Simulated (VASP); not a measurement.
# AgI (F-43m) in VASP: a series of runs, part 2 of 2

VASP 6.6.1. The steps go on from the part before.

## 4. Single point, r2SCAN (volume changed by +3%)

Contents of POSCAR:

```
AgI
1.0
    0.0000000000      3.3211371646      3.3211371646
    3.3211371646      0.0000000000      3.3211371646
    3.3211371646      3.3211371646      0.0000000000
Ag I
1 1
Direct
    0.0000000000      0.0000000000      0.0000000000
    0.2500000000      0.2500000000      0.2500000000
```

Contents of INCAR.step1:

```
  PREC = Accurate
  ENCUT = 550
  ISMEAR = 0
  SIGMA = 0.01
  LREAL = False
  LASPH = True
  NELM = 120
  NBANDS = 16
  GGA = PE
  ALGO = Normal
  EDIFF = 1E-5
  LWAVE = True
  LCHARG = False
  GGA_COMPAT = False
```

Contents of INCAR.step2:

```
  PREC = Accurate
  ENCUT = 550
  EDIFF = 1E-6
  ISMEAR = 0
  SIGMA = 0.01
  LREAL = False
  LASPH = True
  NELM = 120
  ALGO = Normal
  ISIF = 2
  LWAVE = False
  LCHARG = False
  METAGGA = R2SCAN
  LMIXTAU = True
  NBANDS = 16
  ISTART = 1
  GGA_COMPAT = False
```

Contents of KPOINTS:

```
regular mesh
0
Gamma
  6 6 6
```

Potentials or basis: VASP PAW PBE potentials, release 64 (Ag, I).

On the command line:

```bash
cat potpaw_PBE.64/Ag/POTCAR potpaw_PBE.64/I/POTCAR > POTCAR
cp INCAR.step1 INCAR
mpirun -np 1 vasp_std > vasp.out
cp INCAR.step2 INCAR
mpirun -np 1 vasp_std > vasp.out
```

OUTCAR:

```text
PREC = Accurate
   ENCUT = 550
   EDIFF = 1E-6
   ISMEAR = 0
   LREAL = False
   LASPH = True
   NELM = 120
   ISIF = 2
   METAGGA = R2SCAN
   ISTART = 1

 ion  position               nearest neighbor table
   1  0.000  0.000  0.000-   2 2.88   2 2.88   2 2.88   2 2.88
   2  0.250  0.250  0.250-   1 2.88   1 2.88   1 2.88   1 2.88

  LATTYP: Found a face centered cubic cell.
 ALAT       =     6.6422743292

  Lattice vectors:

 A1 = (   0.0000000000,   3.3211371646,   3.3211371646)
 A2 = (   3.3211371646,   0.0000000000,   3.3211371646)
 A3 = (   3.3211371646,   3.3211371646,   0.0000000000)

Analysis of symmetry for initial positions (statically):
=====================================================================
 Subroutine PRICEL returns:
 Original cell was already a primitive cell.

 Routine SETGRP: Setting up the symmetry group for a
 face centered cubic supercell.

 Subroutine GETGRP returns: Found 24 space group operations
 (whereof 24 operations were pure point group operations)
 out of a pool of 48 trial point group operations.

The static configuration has the point symmetry T_d .

Analysis of symmetry for dynamics (positions and initial velocities):
=====================================================================
 Subroutine PRICEL returns:
 Original cell was already a primitive cell.

 Routine SETGRP: Setting up the symmetry group for a
 face centered cubic supercell.

 Subroutine GETGRP returns: Found 24 space group operations
 (whereof 24 operations were pure point group operations)
 out of a pool of 48 trial point group operations.

The dynamic configuration has the point symmetry T_d .

 Subroutine INISYM returns: Found 24 space group operations
 (whereof 24 operations are pure point group operations),
 and found     1 'primitive' translations

----------------------------------------------------------------------------------------

[... 100 lines left out ...]
   IALGO  =     38    algorithm
   IMIX   =      4    mixing-type and parameters
     AMIX     =   0.40;   BMIX     =  1.00
     AMIX_MAG =   1.60;   BMIX_MAG =  1.00
  volume/ion in A,a.u.               =      36.63       247.20
  Fermi-wavevector in a.u.,A,eV,Ry     =   1.025342  1.937616 14.304169  1.051327
  Thomas-Fermi vector in A             =   2.159177
   LORBIT       =      0    0 simple, 1 ext, 2 COOP (PROOUT), +10 PAW based schemes
   METAGGA = R2SCAN    functional components
   LHFCALC =     F    Hartree Fock is set to
   AEXX    =    0.0000 exact exchange contribution
   IVDW    =     0    specifies the selected vdW correction
   LEPSILON=     F    determine dielectric tensor
   LRPA    =     F    only Hartree local field effects (RPA)
 non-spin polarized calculation
 Gauss-broadening in eV      SIGMA  =   0.01
  energy-cutoff  :      550.00
  volume of cell :       73.26
 maximum number of plane-waves:      2168
   NGX = 17   NGY = 17   NGZ = 17

 number of electron      18.0000004 magnetization

 Free energy of the ion-electron system (eV)
  ---------------------------------------------------
  ext. energy  EPLUGINS =         0.00000000
  ---------------------------------------------------
  free energy    TOTEN  =       -46.51882298 eV

  energy without entropy =      -46.51882298  energy(sigma->0) =      -46.51882298

 E-fermi :   2.1854     XC(G=0):  -8.6183

 val. band max:        2.1394894251   @ k =   0.0000   0.0000   0.0000
 cond. band min:       3.9321067589   @ k =   0.0000   0.0000   0.0000
 fundamental gap:      1.7926173338
 Fermi energy:         2.1853790036

 k-point     1 :       0.0000    0.0000    0.0000
  band No.  band energies     occupation
      1     -10.6945      2.00000
      2      -1.7912      2.00000
      3      -1.7912      2.00000
      4      -1.7912      2.00000
      5      -0.6775      2.00000
      6      -0.6775      2.00000
[... 281 lines left out ...]
      3      -1.3956      2.00000
      4      -1.3152      2.00000
      5      -0.6834      2.00000
      6      -0.4646      2.00000
[... 8 lines left out ...]
     15      14.0767      0.00000
     16      14.2564      0.00000

------------------------ aborting loop because EDIFF is reached ----------------------------------------

  FORCE on cell =-STRESS in cart. coord.  units (eV):
  Direction    XX          YY          ZZ          XY          YZ          ZX
  --------------------------------------------------------------------------------------
  -------------------------------------------------------------------------------------
  Total       -0.4105930     -0.4105930     -0.4105930     -0.0000000      0.0000000     -0.0000000
  in kB       -8.9790763     -8.9790763     -8.9790763     -0.0000000      0.0000000     -0.0000000
  external PRESSURE =      -8.9790763 kB  Pullay stress =       0.0000000 kB

 VOLUME and BASIS-vectors are now :
 -----------------------------------------------------------------------------
  energy-cutoff  :      550.00
  volume of cell :       73.26
      direct lattice vectors                 reciprocal lattice vectors
     0.000000000  3.321137165  3.321137165    -0.150550843  0.150550843  0.150550843
     3.321137165  0.000000000  3.321137165     0.150550843 -0.150550843  0.150550843
     3.321137165  3.321137165  0.000000000     0.150550843  0.150550843 -0.150550843

 POSITION                                       TOTAL-FORCE (eV/Angst)
 -----------------------------------------------------------------------------------
      0.00000      0.00000      0.00000         0.000000      0.000000      0.000000
      1.66057      1.66057      1.66057        -0.000000     -0.000000     -0.000000
 -----------------------------------------------------------------------------------
    total drift:                                0.000000      0.000000      0.000000

  FREE ENERGIE OF THE ION-ELECTRON SYSTEM (eV)
  ---------------------------------------------------
  free  energy   TOTEN  =       -46.5188229797 eV

  energy  without entropy=      -46.5188229797  energy(sigma->0) =      -46.51882298
```

OSZICAR.step1:

```text
N       E                     dE             d eps       ncg     rms          rms(c)
DAV:   1     0.930345010227E+02    0.93035E+02   -0.80291E+03   520   0.990E+02
DAV:   2    -0.120192342903E+01   -0.94236E+02   -0.87786E+02   608   0.192E+02
DAV:   3    -0.481248069147E+01   -0.36106E+01   -0.36015E+01   640   0.397E+01
DAV:   4    -0.487075174607E+01   -0.58271E-01   -0.58268E-01   760   0.464E+00
DAV:   5    -0.487118032083E+01   -0.42857E-03   -0.42857E-03   680   0.307E-01    0.442E+00
DAV:   6    -0.479031522538E+01    0.80865E-01   -0.21600E-01   560   0.650E+00    0.339E+00
DAV:   7    -0.478987961574E+01    0.43561E-03   -0.43302E-02   568   0.121E+00    0.149E+00
DAV:   8    -0.479033194624E+01   -0.45233E-03   -0.27474E-03   584   0.471E-01    0.257E-01
DAV:   9    -0.479055553046E+01   -0.22358E-03   -0.43618E-04   632   0.242E-01    0.566E-02
DAV:  10    -0.479059566556E+01   -0.40135E-04   -0.29106E-05   600   0.558E-02    0.206E-02
DAV:  11    -0.479063618700E+01   -0.40521E-04   -0.52269E-05   576   0.505E-02    0.135E-02
DAV:  12    -0.479063587018E+01    0.31682E-06   -0.24774E-06   496   0.153E-02
   1 F= -.47906359E+01 E0= -.47906359E+01  d E =-.246351E-46
```

Wall time 72 s (1 thread of Intel Xeon 6975P-C, shared host); peak memory 0.23 GiB.

What came out:

```
Free energy            : -46.5188 eV
Pressure               : -0.9 GPa
Band gap on the k mesh : 1.79 eV, direct
```

Caveat: the PAW data sets were made with another functional, which shifts forces and pressure a little; spin-orbit coupling is left out, which moves the levels of the heavy elements.

## 5. Single point, r2SCAN (volume changed by +6%)

Contents of POSCAR:

```
AgI
1.0
    0.0000000000      3.3530731350      3.3530731350
    3.3530731350      0.0000000000      3.3530731350
    3.3530731350      3.3530731350      0.0000000000
Ag I
1 1
Direct
    0.0000000000      0.0000000000      0.0000000000
    0.2500000000      0.2500000000      0.2500000000
```

Contents of INCAR.step1:

```
SYSTEM = AgI
PREC = Accurate ; ENCUT = 550
ISMEAR = 0 ; SIGMA = 0.01
LREAL = .FALSE. ; LASPH = .TRUE.
NELM = 120 ; NBANDS = 16
GGA = PE ; ALGO = Normal
EDIFF = 1E-5 ; LWAVE = .TRUE.
LCHARG = .FALSE. ; GGA_COMPAT = .FALSE.
```

Contents of INCAR.step2:

```
SYSTEM = AgI
PREC = Accurate ; ENCUT = 550
EDIFF = 1E-6 ; ISMEAR = 0
SIGMA = 0.01 ; LREAL = .FALSE.
LASPH = .TRUE. ; NELM = 120
ALGO = Normal ; ISIF = 2
LWAVE = .FALSE. ; LCHARG = .FALSE.
METAGGA = R2SCAN ; LMIXTAU = .TRUE.
NBANDS = 16 ; ISTART = 1
GGA_COMPAT = .FALSE.
```

Contents of KPOINTS:

```
Automatic mesh
0
G
  6 6 6
  0 0 0
```

On the command line:

```bash
cat potpaw_PBE.64/Ag/POTCAR potpaw_PBE.64/I/POTCAR > POTCAR
cp INCAR.step1 INCAR
mpirun -np 1 vasp_std > vasp.out
cp INCAR.step2 INCAR
mpirun -np 1 vasp_std > vasp.out
```

Run time: 63 s. Hardware: 1 thread of Intel Xeon 6975P-C, shared host; peak memory 0.22 GiB.

The run converged. Its results:

- Free energy: -46.5029 eV
- Pressure: -1.6 GPa
- Band gap on the k mesh: 1.80 eV, direct

Levels at points of the mesh, in eV from the valence-band top:
| k point | band 6 | band 7 | band 8 | band 9 | band 10 | band 11 | band 12 | band 13 |
| --- | --- | --- | --- | --- | --- | --- | --- | --- |
| (0.00, 0.00, 0.00) | -2.71 | 0.00 | 0.00 | 0.00 | 1.80 | 6.41 | 6.41 | 6.41 |
| (0.50, 0.00, 0.00) | -2.68 | -2.60 | -0.61 | -0.61 | 3.25 | 6.79 | 6.79 | 7.33 |
| (0.50, 0.50, 0.00) | -2.61 | -2.26 | -1.52 | -1.52 | 4.14 | 4.25 | 8.65 | 9.98 |

Caveat: the PAW data sets were made with another functional, which shifts forces and pressure a little; spin-orbit coupling is left out, which moves the levels of the heavy elements.

## 6. The runs side by side

```csv
cell,gap on the mesh (eV),pressure (GPa)
"a = 4.651 Å, angles 60.0°, 2 atoms",1.79,-0.1
"a = 4.697 Å, angles 60.0°, 2 atoms",1.79,-0.9
"a = 4.742 Å, angles 60.0°, 2 atoms",1.80,-1.6
```

Alike in all rows: task single point; level r2SCAN; potentials or basis VASP PAW PBE potentials, release 64 (Ag, I); no spin polarisation; k mesh 6 × 6 × 6; cutoff (eV) 550; smearing gaussian 0.01 eV.

Caveats: the PAW data sets were made with another functional, which shifts forces and pressure a little; spin-orbit coupling is left out, which moves the levels of the heavy elements.

Absolute energies hang on the potentials; compare differences alone.
